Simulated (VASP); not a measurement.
AlRu, 6 atoms in the cell. The cell holds a slab with vacuum, 6 atoms: a = 2.954 Å, b = 4.177 Å, c = 20.177 Å, α = 90.00°, β = 90.00°, γ = 90.00°. 

- Program: VASP 6.6.1
- Task: single point
- Functional: LDA
- Potentials or basis: VASP PAW LDA potentials, release 64 (Ru_pv, Al)
- Cutoff: 520 eV
- k mesh: 12 × 9 × 1
- Occupations: fermi-dirac, width 0.05 eV
- Spin: no spin polarisation
- Dipole correction: yes
- Further INCAR settings: ALGO = Normal; EDIFF = 1e-06; NBANDS = 34

Potentials or basis: VASP PAW LDA potentials, release 64 (Ru_pv, Al).

Launch:

```sh
$ cat potpaw_LDA.64/Ru_pv/POTCAR potpaw_LDA.64/Al/POTCAR > POTCAR
$ mpirun -np 1 vasp_std > vasp.out
```

Hardware: 1 thread of AMD EPYC 9R45 96-Core Processor (Zen 5), with other jobs on the host.

Question: How long does it take, and how much memory?

Answer: Run time: 4.7 min on 1 thread of AMD EPYC 9R45 96-Core Processor (Zen 5), on a shared host, peak memory 0.39 GiB. Counts: scf iterations 24, k points 35.
